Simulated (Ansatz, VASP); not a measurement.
# Two plane-wave programs on KCl

Contents of POSCAR:

```
KCl
1.0
    0.0000000000      3.7061457669      3.0214740150
    3.7061457669      0.0000000000      3.0214740150
    3.7061457669      3.7061457669      0.0000000000
K Cl
1 1
Direct
    0.0000000000      0.0000000000      0.0000000000
    0.2500000000      0.2500000000      0.2500000000
```

INCAR.step1

```
ALGO = Normal
EDIFF = 1E-5
ENCUT = 520
GGA = PE
ISIF = 2
ISMEAR = 0
LASPH = T
LCHARG = F
LREAL = F
LWAVE = T
NBANDS = 15
NELM = 60
PREC = Accurate
SIGMA = 0.01
```

Contents of INCAR.step2:

```
ALGO = Normal
EDIFF = 1E-6
ENCUT = 520
GGA = PE
HFSCREEN = 0.2079
ISIF = 2
ISMEAR = 0
ISTART = 1
LASPH = T
LCHARG = F
LHFCALC = T
LREAL = F
LWAVE = F
NBANDS = 15
NELM = 60
PREC = Accurate
PRECFOCK = Normal
SIGMA = 0.01
```

KPOINTS

```
k-points
0
Gamma
  4 4 4
```

Input for Ansatz:

```yaml
crystal:
  lattice:
    - [0.0, 3.7061457669, 3.021474015]
    - [3.7061457669, 0.0, 3.021474015]
    - [3.7061457669, 3.7061457669, 0.0]
  atoms:
    - { symbol: K, position: [0.0, 0.0, 0.0] }
    - { symbol: Cl, position: [0.25, 0.25, 0.25] }
kpoints:
  mp_grid: { grid: [4, 4, 4] }
  band_path:
    path:
      - [0.0, 0.0, 0.0]
      - [-0.5, -0.5, 0.0]
      - [-0.375, -0.375, 0.25]
      - [-0.375, 0.0, 0.375]
      - [0.0, 0.0, 0.5]
      - [-0.5, -0.25, 0.25]
      - [0.0, 0.333333, 0.333333]
    npoints: 1
hamiltonian:
  xc: hse06
scf:
  occupations: { method: fixed }
  n_extra_bands: 4
output:
  forces: true
  stress: true
  eigenvalues: true
```

Change from the starting cell: epitaxial_xy strain +5.7%.

Alike in both runs: task single point; functional HSE06; k mesh 4 × 4 × 4; no spin polarisation.

```csv
,VASP,Ansatz
version,VASP 6.6.1,Ansatz 0.2.0
potentials or method,"VASP PAW PBE potentials, release 64 (K_sv, Cl)","plane waves, PAW"
plane-wave cutoff (eV),520,420
occupations,"gaussian, width 0.01 eV",fixed
valence electrons in the cell,16,16
```

```csv
,VASP,Ansatz,Ansatz less VASP
gap on the k mesh at the Fermi level (eV),5.99,5.99,+0.002
pressure (GPa),0.3,0.3,-0.03
"traceless stress, the component that is largest in VASP (GPa)",-0.12,-0.11,+0.012
```

Ansatz's warnings: stress exchange threshold loose, stress scf threshold loose.
